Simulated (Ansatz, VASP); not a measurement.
**Two plane-wave programs on AlNi**

```
CELL_PARAMETERS angstrom
2.79028 0.00000 0.00000
0.00000 2.79028 0.00000
0.00000 0.00000 2.79028
ATOMIC_POSITIONS crystal
Al 0.00000 0.00000 0.98672
Ni 0.50000 0.50000 0.50610
```

Change from the starting cell: mode 6 frozen in at -0.038 Å, equal normal strain along x, y and z -0.0250.

Alike in both runs: task single point; functional PBEsol; k mesh 16 × 16 × 16; occupations gaussian, width 0.15 eV; no spin polarisation.

|  | VASP | Ansatz |
| --- | --- | --- |
| version | VASP 6.6.1 | Ansatz 0.2.0 |
| potentials or method | VASP PAW PBE potentials, release 64 (Al, Ni), cutoff 520 eV | scalar-relativistic, plane waves, PAW |
| valence electrons in the cell | 13 | 21 |

VASP gave:

* gap on the k mesh at the Fermi level (eV): none
* pressure (GPa): 16.0
* traceless stress, the component that is largest in VASP (GPa): -0.17
* rms of the force components (eV/Å): 0.259

Q: What did Ansatz give for the same quantities?

A: gap on the k mesh at the Fermi level (eV): none; pressure (GPa): 15.8; traceless stress, the component that is largest in VASP (GPa): -0.17; rms of the force components (eV/Å): 0.257.

VASP's potentials were made for PBE, not for PBEsol, and Ansatz warns of the same on its side. Atom by atom the forces differ by 0.002 eV/Å (rms over components). A gap of «none» marks a metal or a gap that the smearing closes. The functional is the same, so the differences come from potentials, cutoffs and numerics. VASP's potentials hold 13 valence electrons a cell and Ansatz's 21, so a difference there can come from the potentials and not from the codes.
